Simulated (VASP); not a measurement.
# PbS (Galena) in VASP: further runs, part 2 of 2

VASP 6.6.1.

## Step 3: Single point, PBE

Input file INCAR:

```
ALGO     = Normal         # electronic algorithm
EDIFF    = 1E-6           # SCF threshold, eV
ENCUT    = 500            # plane-wave cutoff, eV
GGA      = PE             # functional
GGA_COMPAT= False        
ISIF     = 2              # what is computed and relaxed
ISMEAR   = 0              # smearing method
LASPH    = True           # aspherical terms in the spheres
LCHARG   = False          # write CHGCAR
LREAL    = False          # projectors in reciprocal space
LWAVE    = False          # write WAVECAR
NBANDS   = 17             # bands
NELM     = 120            # most SCF steps
PREC     = Accurate       # precision mode
SIGMA    = 0.01           # smearing width, eV
```

Input file KPOINTS:

```
k-points
0
Gamma
  3 3 3
```

Input file POSCAR:

```
PbS
1.0
    0.0000000000      2.9657500000      2.9657500000
    2.9657500000      0.0000000000      2.9657500000
    2.9657500000      2.9657500000      0.0000000000
Pb S
1 1
Direct
    0.0001480605     -0.0001623326      0.0000351146
    0.4990431027      0.5010491365      0.4997730587
```

Potentials or basis: VASP PAW PBE potentials, release 64 (Pb_d, S).

On the command line:

```sh
> cat potpaw_PBE.64/Pb_d/POTCAR potpaw_PBE.64/S/POTCAR > POTCAR
> mpirun -np 1 vasp_std > vasp.out
```

OUTCAR:

```text
EDIFF = 1E-6
   ENCUT = 500
   GGA = PE
   ISIF = 2
   ISMEAR = 0
   LASPH = True
   LREAL = False
   NELM = 120
   PREC = Accurate

 ion  position               nearest neighbor table
   1  0.000  1.000  0.000-   2 2.96   2 2.96   2 2.97   2 2.97   2 2.97   2 2.97
   2  0.499  0.501  0.500-   1 2.96   1 2.96   1 2.97   1 2.97   1 2.97   1 2.97

  LATTYP: Found a face centered cubic cell.
 ALAT       =     5.9315000000

  Lattice vectors:

 A1 = (   0.0000000000,   2.9657500000,   2.9657500000)
 A2 = (   2.9657500000,   0.0000000000,   2.9657500000)
 A3 = (   2.9657500000,   2.9657500000,   0.0000000000)

Analysis of symmetry for initial positions (statically):
=====================================================================
 Subroutine PRICEL returns:
 Original cell was already a primitive cell.

 Routine SETGRP: Setting up the symmetry group for a
 face centered cubic supercell.

 Subroutine GETGRP returns: Found  1 space group operations
 (whereof  1 operations were pure point group operations)
 out of a pool of 48 trial point group operations.

The static configuration has the point symmetry C_1 .

Analysis of symmetry for dynamics (positions and initial velocities):
[... 150 lines left out ...]

 val. band max:        5.0560281127   @ k =   0.0000   0.0000   0.3333
 cond. band min:       7.2730589845   @ k =   0.3333   0.3333   0.3333
 fundamental gap:      2.2170308718
 Fermi energy:         5.1934716614

 k-point     1 :       0.0000    0.0000    0.0000
  band No.  band energies     occupation
      1     -11.0302      2.00000
      2     -11.0302      2.00000
      3     -11.0302      2.00000
      4     -11.0153      2.00000
      5     -11.0153      2.00000
      6      -7.8125      2.00000
[... 257 lines left out ...]
      4     -10.9969      2.00000
      5     -10.9834      2.00000
      6      -6.2372      2.00000
[... 9 lines left out ...]
     16      16.0068      0.00000
     17      17.7058      0.00000

------------------------ aborting loop because EDIFF is reached ----------------------------------------

  FORCE on cell =-STRESS in cart. coord.  units (eV):
  Direction    XX          YY          ZZ          XY          YZ          ZX
  --------------------------------------------------------------------------------------
  -------------------------------------------------------------------------------------
  Total        0.3563440      0.3564680      0.3561699     -0.0000104     -0.0000104     -0.0000005
  in kB       10.9432525     10.9470596     10.9379052     -0.0003204     -0.0003191     -0.0000152
  external PRESSURE =      10.9427391 kB  Pullay stress =       0.0000000 kB

 VOLUME and BASIS-vectors are now :
 -----------------------------------------------------------------------------
  energy-cutoff  :      500.00
  volume of cell :       52.17
      direct lattice vectors                 reciprocal lattice vectors
     0.000000000  2.965750000  2.965750000    -0.168591419  0.168591419  0.168591419
     2.965750000  0.000000000  2.965750000     0.168591419 -0.168591419  0.168591419
     2.965750000  2.965750000  0.000000000     0.168591419  0.168591419 -0.168591419

 POSITION                                       TOTAL-FORCE (eV/Angst)
 -----------------------------------------------------------------------------------
      2.96537      0.00054      2.96571         0.000752     -0.001090      0.000101
      2.96819      2.96224      2.96602        -0.000752      0.001090     -0.000101
 -----------------------------------------------------------------------------------
    total drift:                                0.000013     -0.000030      0.000013

  FREE ENERGIE OF THE ION-ELECTRON SYSTEM (eV)
  ---------------------------------------------------
  free  energy   TOTEN  =        -8.8707823998 eV

  energy  without entropy=       -8.8707823998  energy(sigma->0) =       -8.87078240
```

OSZICAR:

```text
N       E                     dE             d eps       ncg     rms          rms(c)
DAV:   1     0.153103987102E+03    0.15310E+03   -0.97103E+03   484   0.121E+03
DAV:   2     0.238976827632E+01   -0.15071E+03   -0.14495E+03   492   0.311E+02
DAV:   3    -0.904750824779E+01   -0.11437E+02   -0.11365E+02   631   0.901E+01
DAV:   4    -0.931950405423E+01   -0.27200E+00   -0.27177E+00   559   0.151E+01
DAV:   5    -0.933061463882E+01   -0.11111E-01   -0.11110E-01   700   0.296E+00    0.526E+00
DAV:   6    -0.886858658566E+01    0.46203E+00   -0.13684E+00   807   0.789E+00    0.373E+00
DAV:   7    -0.886844437931E+01    0.14221E-03   -0.13149E-01   548   0.182E+00    0.205E+00
DAV:   8    -0.887089280974E+01   -0.24484E-02   -0.13822E-02   496   0.115E+00    0.203E-01
DAV:   9    -0.887068097695E+01    0.21183E-03   -0.31336E-03   733   0.435E-01    0.595E-02
DAV:  10    -0.887076938183E+01   -0.88405E-04   -0.40862E-04   571   0.139E-01    0.189E-02
DAV:  11    -0.887078224154E+01   -0.12860E-04   -0.30489E-05   594   0.392E-02    0.734E-03
DAV:  12    -0.887078239980E+01   -0.15826E-06   -0.50109E-06   587   0.287E-02
   1 F= -.88707824E+01 E0= -.88707824E+01  d E =-.146476E-84
```

stdout:

```text
POSCAR found type information on POSCAR PbS
 POSCAR found :  2 types and       2 ions
 scaLAPACK will be used
 LDA part: xc-table for (Slater+PW92), standard interpolation
 POSCAR, INCAR and KPOINTS ok, starting setup
 FFT: planning ... GRIDC
 FFT: planning ... GRID_SOFT
 FFT: planning ... GRID
 WAVECAR not read
 entering main loop
```

It took 12 s on 1 thread of AMD EPYC 7R43 (Zen 3), shared host; peak memory 0.14 GiB.

Results:

* Free energy: -8.8708 eV
* Pressure: 1.1 GPa
* Band gap on the k mesh: 2.22 eV, direct

Levels at points of the mesh, in eV from the valence-band top:
```csv
k point,band 6,band 7,band 8,band 9,band 10,band 11,band 12,band 13,band 14,band 15
"(0.00, 0.00, 0.00)",-12.87,-5.30,-1.44,-1.44,-1.44,5.96,5.96,5.96,7.48,7.48
```

Caveat: the k points lie up to 0.61 Å⁻¹ apart; spin-orbit coupling is left out, which moves the levels of the heavy elements. A k mesh can miss the band edges.

## Step 4: Single point, PBE

Input file INCAR:

```
PREC = Accurate ; ENCUT = 500
EDIFF = 1E-6 ; ISMEAR = 0
SIGMA = 0.01 ; LREAL = False
LASPH = True ; NELM = 120
ALGO = Normal ; ISIF = 2
LWAVE = False ; LCHARG = False
GGA = PE ; NBANDS = 17
GGA_COMPAT = False
```

Input file KPOINTS:

```
Automatic mesh
0
Gamma
  3 3 3
```

Input file POSCAR:

```
PbS
1.0
    0.0000000000      2.9657500000      2.9657500000
    2.9657500000      0.0000000000      2.9657500000
    2.9657500000      2.9657500000      0.0000000000
Pb S
1 1
Direct
    0.0002961176     -0.0003246616      0.0000702283
    0.4980862267      0.5020982497      0.4995461225
```

On the command line:

```sh
> cat potpaw_PBE.64/Pb_d/POTCAR potpaw_PBE.64/S/POTCAR > POTCAR
> mpirun -np 1 vasp_std > vasp.out
```

Run time: 12 s. Hardware: 1 thread of AMD EPYC 7R43 (Zen 3), shared host; peak memory 0.14 GiB.

It converged, with:

```yaml
Free_energy: -8.8708 eV
Pressure: 1.1 GPa
Band_gap_on_the_k_mesh: 2.22 eV, direct
```

Forces in eV/Å, atoms in the order of the input:
```
Pb   0.002 -0.002  0.000
S   -0.002  0.002  0.000
```

Levels at points of the mesh, in eV from the valence-band top:
```csv
k point,band 8,band 9,band 10,band 11,band 12,band 13
"(0.00, 0.00, 0.00)",-1.44,-1.44,-1.44,5.96,5.96,5.96
```

Caveat: the k points lie up to 0.61 Å⁻¹ apart; spin-orbit coupling is left out, which moves the levels of the heavy elements. A k mesh can miss the band edges.
